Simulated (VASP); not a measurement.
Write the native input for VASP 6.6.1 that does the following.

* Task: single point
* Functional: PBE
* Potentials or basis: VASP PAW PBE potentials, release 64 (O, H, C, N)
* Cutoff: 520 eV
* k mesh: 1 × 1 × 1
* Occupations: fermi-dirac, width 0.05 eV
* Spin: no spin polarisation
* Dipole correction: no
* Further INCAR settings: LREAL = Auto; ALGO = Normal; EDIFF = 1e-06; NBANDS = 39

The structure of H11C2NO4 lies in POSCAR:

```
H11C2NO4
1.0
    5.9154820000      0.0000000000      0.0000000000
    0.0000000000      5.9154820000      0.0000000000
    0.0000000000      0.0000000000      5.9154820000
O H C N
4 11 2 1
Direct
    0.8910009362      0.6597602697      0.6635300386
    0.2285528043     -0.0390331675      0.6433626203
    0.6827338837      0.1032206674      0.5785665479
   -0.0553801026      0.3753371238      0.2827326666
    1.0355876326      0.7461268583      0.6542493072
    0.7748142924      0.7763695334      0.6579345521
    0.1868486794      0.1214271297      0.6326787910
    0.3834007102     -0.0431579371      0.5782791664
    0.7646883213      0.1733248449      0.4547389376
    0.6459659585      0.2350104353      0.6653050419
   -0.0634436890      0.4986575904      0.3945240641
   -0.1430314554      0.4197291108      0.1497088487
    0.3726661665      0.5736303483      0.3567418513
    0.5664965256      0.7459070960      0.1964506020
    0.2652193008      0.8067981612      0.2151473033
    0.4023509834      0.6752957747      0.1991215593
    0.3898245316      0.5335997980      0.0073028707
    0.3932562047      0.4160607707     -0.1504695644
```

The input as run:

INCAR

```
SYSTEM = H11C2NO4
PREC     = Accurate       ! precision mode
ENCUT    = 520            ! plane-wave cutoff, eV
EDIFF    = 1E-6           ! SCF threshold, eV
ISMEAR   = -1             ! smearing method
SIGMA    = 0.05           ! smearing width, eV
LREAL    = Auto         
LASPH    = .TRUE.         ! aspherical terms in the spheres
NELM     = 80             ! most SCF steps
ALGO     = Normal         ! electronic algorithm
ISIF     = 2              ! what is computed and relaxed
LWAVE    = .FALSE.        ! write WAVECAR
LCHARG   = .FALSE.        ! write CHGCAR
GGA      = PE             ! functional
NBANDS   = 39             ! bands
```

KPOINTS

```
Automatic mesh
0
G
  1 1 1
  0 0 0
```

Potentials or basis: VASP PAW PBE potentials, release 64 (O, H, C, N).

Command:

```bash
$ cat potpaw_PBE.64/O/POTCAR potpaw_PBE.64/H/POTCAR potpaw_PBE.64/C/POTCAR potpaw_PBE.64/N/POTCAR > POTCAR
$ mpirun -np 1 vasp_gam > vasp.out
```

It gave:

The pressure is 0.6 GPa, the largest force is 2.322 eV/Å and the band gap on the k mesh is 4.94 eV.

Caveat: the k points lie up to 1.06 Å⁻¹ apart.

Wall time 15 s on 1 thread of Intel(R) Xeon(R) 6975P-C (Granite Rapids) (shared host), peak memory 0.31 GiB.
